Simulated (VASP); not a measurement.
**BAs: single point with LDA**

Crystal: BAs.

```
B As
1.0
     0.00000    2.75732    1.79226
     2.75732    0.00000    1.79226
     2.75732    2.75732    0.00000
B As
1 1
Direct
  0.00000 0.00000 0.00000
  0.75000 0.75000 0.75000
```

This cell differs from its parent crystal: ratio of the length along z to the lengths across it x 0.65, volume and fractional coordinates fixed.

```
Program                : VASP 6.6.1
Task                   : single point
Functional             : LDA
Potentials or basis    : VASP PAW LDA potentials, release 64 (B, As)
Cutoff                 : 520 eV
k mesh                 : 12 × 12 × 12
Occupations            : fermi-dirac, width 0.2 eV
Spin                   : no spin polarisation
Dipole correction      : no
Further INCAR settings : ALGO = Normal; EDIFF = 1e-06; NBANDS = 11
```

| Quantity | Value |
| --- | --- |
| Pressure | -8.3 GPa |
| Band gap on the k mesh | zero (band 4 reaches 8.31 eV, above the bottom of band 5 at 4.31 eV) |

Stress tensor (GPa, compression positive):
```
-18.59   0.00   0.00
  0.00 -18.59   0.00
  0.00   0.00  12.33
```

Levels at points of the mesh, in eV from the Fermi level:
```csv
k point,band 1,band 2,band 3,band 4,band 5,band 6,band 7,band 8,band 9
"(0.00, 0.00, 0.00)",-15.04,-0.81,-0.81,2.29,2.96,3.40,5.64,5.64,8.26
"(0.50, 0.00, 0.00)",-11.80,-8.17,-3.08,-0.59,0.16,3.41,6.30,9.91,12.27
"(0.50, 0.50, 0.00)",-9.34,-5.83,-5.83,-5.55,-0.50,-0.29,11.30,11.30,13.50
"(0.50, 0.00, 0.50)",-11.88,-9.10,-1.68,-1.31,4.03,4.48,6.77,7.89,8.97
```

It took 22 s on 1 thread of Intel(R) Xeon(R) 6975P-C (Granite Rapids), on a shared host, peak memory 0.17 GiB.
